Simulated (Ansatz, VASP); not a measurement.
Given: the input of a run of VASP 6.6.1 on SiC.

File INCAR:

```
SYSTEM = SiC
  PREC = Accurate
  ENCUT = 910
  EDIFF = 1E-6
  ISMEAR = -1
  SIGMA = 0.05
  LREAL = .FALSE.
  LASPH = .TRUE.
  NELM = 120
  ALGO = Normal
  ISIF = 2
  LWAVE = .FALSE.
  LCHARG = .FALSE.
  GGA = VW
  NBANDS = 16
  GGA_COMPAT = .FALSE.
```

KPOINTS

```
Automatic mesh
0
G
  10 10 5
  0 0 0
```

POSCAR

```
SiC
1.0
    3.0344273363      0.0000000000      0.0000000000
   -1.5172136681      2.6278911591      0.0000000000
    0.0000000000      0.0000000000      4.9797754205
Si C
2 2
Direct
    0.6666666667      0.3333333333      0.5000000000
    0.3333333333      0.6666666667      0.0000000000
    0.6666666667      0.3333333333      0.8850000000
    0.3333333333      0.6666666667      0.3850000000
```

Potentials or basis: VASP PAW PBE potentials, release 64 (Si, C_h).

Command:

```console
$ cat potpaw_PBE.64/Si/POTCAR potpaw_PBE.64/C_h/POTCAR > POTCAR
$ mpirun -np 1 vasp_std > vasp.out
```

Question: Set up the same calculation for Ansatz 0.2.0. Potentials there: Ansatz PAW.

Answer: As run (the cutoff follows the program's own potentials):

The input input.yaml:

```yaml
crystal:
  lattice:
    - [3.0344273363, 0.0, 0.0]
    - [-1.5172136681, 2.6278911591, 0.0]
    - [0.0, 0.0, 4.9797754205]
  atoms:
    - { symbol: Si, position: [0.6666666667, 0.3333333333, 0.5] }
    - { symbol: Si, position: [0.3333333333, 0.6666666667, 0.0] }
    - { symbol: C, position: [0.6666666667, 0.3333333333, 0.885] }
    - { symbol: C, position: [0.3333333333, 0.6666666667, 0.385] }
hamiltonian:
  xc: { exchange: slater, correlation: vwn5 }
  pseudopotentials: { kind: paw }
kpoints:
  mp_grid: { grid: [10, 10, 5] }
scf:
  occupations: { method: fermi_dirac, width: 0.05 }
output:
  forces: true
  stress: true
  eigenvalues: true
```

Potentials or basis: Ansatz PAW.

Launch:

```bash
$ ansatz run input.yaml --threads 2 --pin off --max-ram 5120MiB --backend cpu --events-out ev --progress --plain --runs-dir out
```

Both were run:

|  | VASP | Ansatz | Ansatz less VASP |
| --- | --- | --- | --- |
| gap on the k mesh at the Fermi level (eV) | 2.30 | 2.31 | +0.008 |
| least direct gap on the mesh (eV) | 4.08 | 4.07 | -0.007 |
| rms of the force components (eV/Å) | 0.468 | 0.461 | -0.0065 |

VASP's potentials were made for PBE, not for SVWN5. Atom by atom the forces differ by 0.007 eV/Å (rms over components). With one functional, cell and mesh, what is left measures potentials, basis and numerics.

Noted on VASP's run: the cutoff is under 1.25 times that of the potentials, so the pressure is a little rough. Noted on Ansatz's run: odd divisions of the mesh miss points on the zone boundary, where band edges often lie, so the gap on the mesh can be too wide.
